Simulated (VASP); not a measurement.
# Sc2TaO2 (P6mm) in VASP: notebook

The runs below take Sc2TaO2 through single point, relaxation of cell and atoms, with PBE.

Everything below comes from runs of VASP 6.6.1. Logs are shortened: lines on timing, memory, paths and dates and some standing lists are left out, and cuts for length are marked.

## (1) The cell of the first run

Symmetry: P6mm, No. 183, hexagonal system. Conventional cell: a = 4.743 Å, b = 4.743 Å, c = 4.476 Å, α = 90.00°, β = 90.00°, γ = 120.00°. Sc (site symmetry 3m) has 2 O at 2.03 to 2.44 Å and 3 Sc at 2.74 Å within 2.8 Å. Ta (site symmetry 6mm) has 6 O at 2.76 Å and 12 Sc at 3.45 to 3.62 Å within 3.7 Å. Within 2.8 Å of O (site symmetry 3m) lie 2 Sc at 2.03 to 2.44 Å and 3 O at 2.74 Å and 3 Ta at 2.76 Å.

The cell was built from a structure type or drawn by symmetry, and may not be a known phase.

## (2) Single point, PBE

INCAR

```
ALGO = Normal
EDIFF = 1E-6
ENCUT = 520
GGA = PE
ISIF = 2
ISMEAR = 0
LASPH = T
LCHARG = F
LREAL = F
LWAVE = F
NBANDS = 30
NELM = 60
PREC = Accurate
SIGMA = 0.1
```

KPOINTS

```
k-points
0
Gamma
  6 6 4
```

POSCAR

```
Sc2TaO2
1.0
    4.7434539600      0.0000000000      0.0000000000
   -2.3717269800      4.1079516300      0.0000000000
    0.0000000000      0.0000000000      4.4755110600
Sc Ta O
2 1 2
Direct
    0.3333333300      0.6666666700      0.2820778300
    0.6666666700      0.3333333300      0.2820778300
    0.0000000000      0.0000000000      0.8121155000
    0.3333333300      0.6666666700      0.7357936500
    0.6666666700      0.3333333300      0.7357936500
```

Potentials or basis: VASP PAW PBE potentials, release 64 (Sc_sv, Ta_pv, O).

Started as:

```bash
> cat potpaw_PBE.64/Sc_sv/POTCAR potpaw_PBE.64/Ta_pv/POTCAR potpaw_PBE.64/O/POTCAR > POTCAR
> mpirun -np 1 vasp_std > vasp.out
```

OUTCAR:

```text
EDIFF = 1E-6
   ENCUT = 520
   GGA = PE
   ISIF = 2
   ISMEAR = 0
   LASPH = T
   LREAL = F
   NELM = 60
   PREC = Accurate

 ion  position               nearest neighbor table
   1  0.333  0.667  0.282-   4 2.03   4 2.44   2 2.74   2 2.74   2 2.74   3 3.45   3 3.45   3 3.45

   2  0.667  0.333  0.282-   5 2.03   5 2.44   1 2.74   1 2.74   1 2.74   3 3.45   3 3.45   3 3.45

   3  0.000  0.000  0.812-   4 2.76   5 2.76   4 2.76   5 2.76   5 2.76   4 2.76   1 3.45   2 3.45
                             1 3.45   2 3.45   1 3.45   2 3.45
   4  0.333  0.667  0.736-   1 2.03   1 2.44   3 2.76   3 2.76   3 2.76
   5  0.667  0.333  0.736-   2 2.03   2 2.44   3 2.76   3 2.76   3 2.76

  LATTYP: Found a hexagonal cell.
 ALAT       =     4.7434539600
 C/A-ratio  =     0.9435131231

  Lattice vectors:

 A1 = (   4.7434539600,   0.0000000000,   0.0000000000)
 A2 = (  -2.3717269800,   4.1079516300,   0.0000000000)
 A3 = (   0.0000000000,   0.0000000000,   4.4755110600)

Analysis of symmetry for initial positions (statically):
=====================================================================
 Subroutine PRICEL returns:
 Original cell was already a primitive cell.

 Routine SETGRP: Setting up the symmetry group for a
 hexagonal supercell.

 Subroutine GETGRP returns: Found 12 space group operations
 (whereof 12 operations were pure point group operations)
 out of a pool of 24 trial point group operations.

The static configuration has the point symmetry C_6v.

Analysis of symmetry for dynamics (positions and initial velocities):
=====================================================================
 Subroutine PRICEL returns:
 Original cell was already a primitive cell.

 Routine SETGRP: Setting up the symmetry group for a
 hexagonal supercell.

 Subroutine GETGRP returns: Found 12 space group operations
 (whereof 12 operations were pure point group operations)
 out of a pool of 24 trial point group operations.

The dynamic configuration has the point symmetry C_6v.

 Subroutine INISYM returns: Found 12 space group operations
 (whereof 12 operations are pure point group operations),
 and found     1 'primitive' translations

----------------------------------------------------------------------------------------

[... 93 lines left out ...]
   NELM   =     60;   NELMIN=  2; NELMDL= -5     # of ELM steps
   EDIFF  = 0.1E-05   stopping-criterion for ELM
   LREAL  =      F    real-space projection
   EDIFFG = 0.1E-04   stopping-criterion for IOM
   NSW    =      0    number of steps for IOM
   IBRION =     -1    ionic relax: 0-MD 1-quasi-New 2-CG
   NFREE  =      0    steps in history (QN), initial steepest desc. (CG)
   ISIF   =      2    stress and relaxation
   ISYM   =      2    0-nonsym 1-usesym 2-fastsym
   POTIM  = 0.5000    time-step for ionic-motion
   TEBEG  =    0.0;   TEEND  =   0.0 temperature during run
   PSTRESS=    0.0 pullay stress
   NELECT =      45.0000    total number of electrons
   NUPDOWN=      -1.0000    fix difference up-down
   EMIN   =  10.00;   EMAX   =-10.00  energy-range for DOS
   EFERMI =   0.00;   METHOD = LEGACY
   ISMEAR =     0;   SIGMA  =   0.10  broadening in eV -4-tet -1-fermi 0-gaus
   EFERMI_NEDOS =   21; number of points for ismear=-14 and -15
   IALGO  =     38    algorithm
   IMIX   =      4    mixing-type and parameters
     AMIX     =   0.40;   BMIX     =  1.00
     AMIX_MAG =   1.60;   BMIX_MAG =  1.00
  volume/ion in A,a.u.               =      17.44       117.70
  Fermi-wavevector in a.u.,A,eV,Ry     =   1.313081  2.481363 23.458910  1.724181
  Thomas-Fermi vector in A             =   2.443428
   LORBIT       =      0    0 simple, 1 ext, 2 COOP (PROOUT), +10 PAW based schemes
   GGA     = PE    functional components
   LHFCALC =     F    Hartree Fock is set to
   AEXX    =    0.0000 exact exchange contribution
   IVDW    =     0    specifies the selected vdW correction
   LEPSILON=     F    determine dielectric tensor
   LRPA    =     F    only Hartree local field effects (RPA)
 non-spin polarized calculation
 Gauss-broadening in eV      SIGMA  =   0.10
  energy-cutoff  :      520.00
  volume of cell :       87.21
 maximum number of plane-waves:      2387
 NGX is ok and might be reduce to    36
   NGX = 17   NGY = 17   NGZ = 17

 number of electron      44.9999995 magnetization

 Free energy of the ion-electron system (eV)
  ---------------------------------------------------
  ext. energy  EPLUGINS =         0.00000000
  ---------------------------------------------------
  free energy    TOTEN  =       -37.50092890 eV

  energy without entropy =      -37.48434163  energy(sigma->0) =      -37.49263526

 E-fermi :   4.0598     XC(G=0): -10.5311

 val. band max:        4.0469399114   @ k =   0.3333   0.1667   0.0000
 cond. band min:       4.1565073005   @ k =   0.3333  -0.0000   0.2500
 fundamental gap:      0.1095673891
 Fermi energy:         4.0597575567

 k-point     1 :       0.0000    0.0000    0.0000
  band No.  band energies     occupation
      1     -45.6030      2.00000
      2     -45.3854      2.00000
      3     -31.9634      2.00000
      4     -31.9634      2.00000
      5     -31.5213      2.00000
      6     -24.5763      2.00000
[... 682 lines left out ...]
     29       6.5731      0.00000
     30       6.6917      0.00000

------------------------ aborting loop because EDIFF is reached ----------------------------------------

  FORCE on cell =-STRESS in cart. coord.  units (eV):
  Direction    XX          YY          ZZ          XY          YZ          ZX
  --------------------------------------------------------------------------------------
  -------------------------------------------------------------------------------------
  Total       -4.7419945     -4.7419945    -19.0810424      0.0000000     -0.0000000      0.0000000
  in kB      -87.1182185    -87.1182185   -350.5500492      0.0000000     -0.0000000      0.0000000
  external PRESSURE =    -174.9288287 kB  Pullay stress =       0.0000000 kB

 VOLUME and BASIS-vectors are now :
 -----------------------------------------------------------------------------
  energy-cutoff  :      520.00
  volume of cell :       87.21
      direct lattice vectors                 reciprocal lattice vectors
     4.743453960  0.000000000  0.000000000     0.210816845  0.121715162  0.000000000
    -2.371726980  4.107951630  0.000000000     0.000000000  0.243430325  0.000000000
     0.000000000  0.000000000  4.475511060     0.000000000  0.000000000  0.223438170

 POSITION                                       TOTAL-FORCE (eV/Angst)
 -----------------------------------------------------------------------------------
     -0.00000      2.73863      1.26244        -0.000000     -0.000000     -0.726889
      2.37173      1.36932      1.26244         0.000000      0.000000     -0.726889
      0.00000      0.00000      3.63463         0.000000     -0.000000     -0.582676
     -0.00000      2.73863      3.29305        -0.000000      0.000000      1.018227
      2.37173      1.36932      3.29305         0.000000     -0.000000      1.018227
 -----------------------------------------------------------------------------------
    total drift:                                0.000000      0.000000      0.001001

  FREE ENERGIE OF THE ION-ELECTRON SYSTEM (eV)
  ---------------------------------------------------
  free  energy   TOTEN  =       -37.5009288981 eV

  energy  without entropy=      -37.4843416264  energy(sigma->0) =      -37.49263526
```

OSZICAR:

```text
N       E                     dE             d eps       ncg     rms          rms(c)
DAV:   1     0.686694951028E+03    0.68669E+03   -0.21671E+04  1260   0.157E+03
DAV:   2     0.522006552129E+02   -0.63449E+03   -0.62307E+03  1324   0.572E+02
DAV:   3    -0.399965246816E+02   -0.92197E+02   -0.89003E+02  2126   0.194E+02
DAV:   4    -0.452035324538E+02   -0.52070E+01   -0.51211E+01  2008   0.444E+01
DAV:   5    -0.453178141616E+02   -0.11428E+00   -0.11258E+00  2140   0.730E+00    0.177E+01
DAV:   6    -0.388342054565E+02    0.64836E+01   -0.50038E+01  1938   0.401E+01    0.108E+01
DAV:   7    -0.377239142578E+02    0.11103E+01   -0.79943E+00  2056   0.159E+01    0.414E+00
DAV:   8    -0.376058525719E+02    0.11806E+00   -0.14405E+00  1858   0.574E+00    0.255E+00
DAV:   9    -0.375060594456E+02    0.99793E-01   -0.46708E-01  2098   0.541E+00    0.891E-01
DAV:  10    -0.375017578387E+02    0.43016E-02   -0.74257E-02  2122   0.206E+00    0.413E-01
DAV:  11    -0.375012718953E+02    0.48594E-03   -0.15457E-02  2140   0.750E-01    0.138E-01
DAV:  12    -0.375009603965E+02    0.31150E-03   -0.23526E-03  1996   0.294E-01    0.470E-02
DAV:  13    -0.375009282638E+02    0.32133E-04   -0.17644E-04  2056   0.964E-02    0.842E-03
DAV:  14    -0.375009287691E+02   -0.50533E-06   -0.25009E-05  1962   0.292E-02    0.596E-03
DAV:  15    -0.375009288981E+02   -0.12895E-06   -0.65851E-06  1712   0.145E-02
   1 F= -.37500929E+02 E0= -.37492635E+02  d E =-.165873E-01
```

It took 78 s on 1 thread of Intel Xeon 8259CL, shared host; peak memory 0.23 GiB.

Results:

```
Free energy            : -37.5009 eV
Pressure               : -17.5 GPa
Largest force          : 1.018 eV/Å
Band gap on the k mesh : zero (an odd number of electrons rules out a gap without spin polarisation)
```

Forces on the atoms (eV/Å):
```
Sc   0.000  0.000 -0.727
Sc   0.000  0.000 -0.727
Ta   0.000  0.000 -0.583
O    0.000  0.000  1.018
O    0.000  0.000  1.018
```

Stress tensor (GPa, compression positive):
```
 -8.71   0.00   0.00
  0.00  -8.71   0.00
  0.00   0.00 -35.06
```

Caveat: the cell stands under tension; spin-orbit coupling is left out, which moves the levels of the heavy elements; an odd number of electrons without spin polarisation forces a metal; a magnetic or distorted state may lie lower.

## (3) Relaxation of cell and atoms, PBE

INCAR

```
SYSTEM = Sc2TaO2
PREC     = Accurate       ! precision mode
ENCUT    = 600            ! plane-wave cutoff, eV
EDIFF    = 1E-6           ! SCF threshold, eV
ISMEAR   = 0              ! smearing method
SIGMA    = 0.1            ! smearing width, eV
LREAL    = .FALSE.        ! projectors in reciprocal space
LASPH    = .TRUE.         ! aspherical terms in the spheres
NELM     = 100            ! most SCF steps
ALGO     = Normal         ! electronic algorithm
ISIF     = 3              ! what is computed and relaxed
LWAVE    = .FALSE.        ! write WAVECAR
LCHARG   = .FALSE.        ! write CHGCAR
GGA      = PE             ! functional
IBRION   = 2              ! ionic algorithm
NSW      = 90             ! ionic steps
EDIFFG   = -0.04          ! ionic threshold
```

KPOINTS

```
Automatic mesh
0
G
  6 6 4
  0 0 0
```

POSCAR is that of step 2.

Potentials or basis: VASP PAW PBE potentials, release 64 (Sc_sv, Ta_pv, O).

Started as:

```bash
> cat potpaw_PBE.64/Sc_sv/POTCAR potpaw_PBE.64/Ta_pv/POTCAR potpaw_PBE.64/O/POTCAR > POTCAR
> mpirun -np 1 vasp_std > vasp.out
```

It took 16 min on 1 thread of Intel Xeon 8259CL, shared host; peak memory 0.28 GiB.

It converged, with:

- Free energy: -39.5272 eV
- Relaxed volume: 14.25 Å³/atom
- Relaxed cell: a = 4.547 Å, b = 4.547 Å, c = 3.978 Å, α = 90.00°, β = 90.00°, γ = 120.00°
- Space group after relaxing (to 0.1 Å): P6/mmm (No. 191)
- Energy gained by relaxing: 404.5 meV/atom
- Ionic steps: 15
- Pressure after relaxing: 0.3 GPa
- Largest force after relaxing: 0.007 eV/Å
- Band gap on the k mesh: zero (an odd number of electrons rules out a gap without spin polarisation)

Forces on the atoms (eV/Å):
```
Sc   0.000  0.000 -0.005
Sc   0.000  0.000 -0.005
Ta   0.000  0.000 -0.003
O    0.000  0.000  0.007
O    0.000  0.000  0.007
```

Step by step:
| step | energy change (eV) | largest force (eV/Å) | pressure (GPa) | volume (Å³) |
| --- | --- | --- | --- | --- |
| 1 | 0.0000 | 1.0176 | -17.55 | 87.21 |
| 2 | -0.1093 | 5.3334 | 35.50 | 64.73 |
| 3 | -1.4292 | 3.3344 | -0.11 | 74.20 |
| 4 | -1.4344 | 3.4582 | 1.30 | 73.62 |
| 5 | -0.5627 | 6.0367 | 26.58 | 66.06 |
| 6 | -1.8686 | 0.9364 | 6.24 | 70.26 |
| 7 | -1.8491 | 0.3244 | -7.67 | 75.06 |
| 8 | -1.9754 | 0.6175 | -1.13 | 72.46 |
| 9 | -1.9755 | 0.6241 | -0.97 | 72.40 |
| 10 | -1.9934 | 0.4682 | -0.18 | 71.96 |
| 11 | -1.9970 | 0.4436 | 0.46 | 71.63 |
| 12 | -2.0088 | 0.3388 | 0.25 | 71.54 |
| 13 | -2.0221 | 0.0750 | -0.10 | 71.29 |
| 14 | -2.0221 | 0.0704 | -0.10 | 71.28 |
| 15 | -2.0226 | 0.0065 | 0.25 | 71.23 |

Final structure:
```
Sc Ta O
1.0
     4.54694    0.00000    0.00000
    -2.27347    3.93777    0.00000
     0.00000    0.00000    3.97802
Sc Ta O
2 1 2
Direct
  0.33333 0.66667 0.26957
  0.66667 0.33333 0.26957
  0.00000 0.00000 0.76968
  0.33333 0.66667 0.76951
  0.66667 0.33333 0.76951
```

Levels at points of the mesh, in eV from the Fermi level:
```tsv
k point	band 20	band 21	band 22	band 23	band 24	band 25
(0.00, 0.00, 0.00)	-3.17	-0.09	-0.09	0.81	0.81	0.94
(0.50, 0.00, 0.00)	-2.80	-1.15	-0.64	-0.24	0.27	0.55
(0.00, 0.00, 0.50)	-2.68	-1.61	-1.61	0.43	1.69	1.69
(0.50, 0.00, 0.50)	-1.82	-1.31	-1.21	0.60	0.63	1.01
```

Caveat: the volume moved by over 15 % at a fixed basis, so the end points are rough; spin-orbit coupling is left out, which moves the levels of the heavy elements; an odd number of electrons without spin polarisation forces a metal; a magnetic or distorted state may lie lower.
